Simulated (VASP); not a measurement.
Set up this calculation in VASP 6.6.1, as the native input.

```yaml
Task: single point
Functional: LDA
Potentials_or_basis: VASP PAW LDA potentials, release 64 (Ti_sv, Al)
Cutoff: 520 eV
k_mesh: 16 × 16 × 16
Occupations: gaussian, width 0.15 eV
Spin: no spin polarisation
Dipole_correction: no
Further_INCAR_settings: ALGO = Fast; EDIFF = 1e-06; NBANDS = 14
```

The structure of TiAl lies in POSCAR:

```
TiAl
1.0
    2.9387679644      0.0000000000      0.0000000000
    0.0000000000      2.9387679644      0.0000000000
    0.0000000000      0.0000000000      3.1068654919
Ti Al
1 1
Direct
    0.0000000000      0.0000000000      0.0000000000
    0.5000000000      0.5000000000      0.5000000000
```

One way to write it, as run:

INCAR

```
SYSTEM = TiAl
PREC     = Accurate       ! precision mode
ENCUT    = 520            ! plane-wave cutoff, eV
EDIFF    = 1E-6           ! SCF threshold, eV
ISMEAR   = 0              ! smearing method
SIGMA    = 0.15           ! smearing width, eV
LREAL    = .FALSE.        ! projectors in reciprocal space
LASPH    = .TRUE.         ! aspherical terms in the spheres
NELM     = 60             ! most SCF steps
ALGO     = Fast           ! electronic algorithm
ISIF     = 2              ! what is computed and relaxed
LWAVE    = .FALSE.        ! write WAVECAR
LCHARG   = .FALSE.        ! write CHGCAR
GGA      = CA             ! functional
NBANDS   = 14             ! bands
```

KPOINTS

```
regular mesh
0
G
  16 16 16
  0 0 0
```

Potentials or basis: VASP PAW LDA potentials, release 64 (Ti_sv, Al).

Launch:

```sh
$ cat potpaw_LDA.64/Ti_sv/POTCAR potpaw_LDA.64/Al/POTCAR > POTCAR
$ mpirun -np 1 vasp_std > vasp.out
```

Results of the run:

| Property | Result |
| --- | --- |
| Pressure | 21.0 GPa |
| Band gap on the k mesh | zero (an odd number of electrons rules out a gap without spin polarisation) |

Caveat: the cell stands under pressure.

Run time: 4.3 min on 1 thread of Intel Xeon 8259CL, with other jobs on the host, peak memory 0.26 GiB.
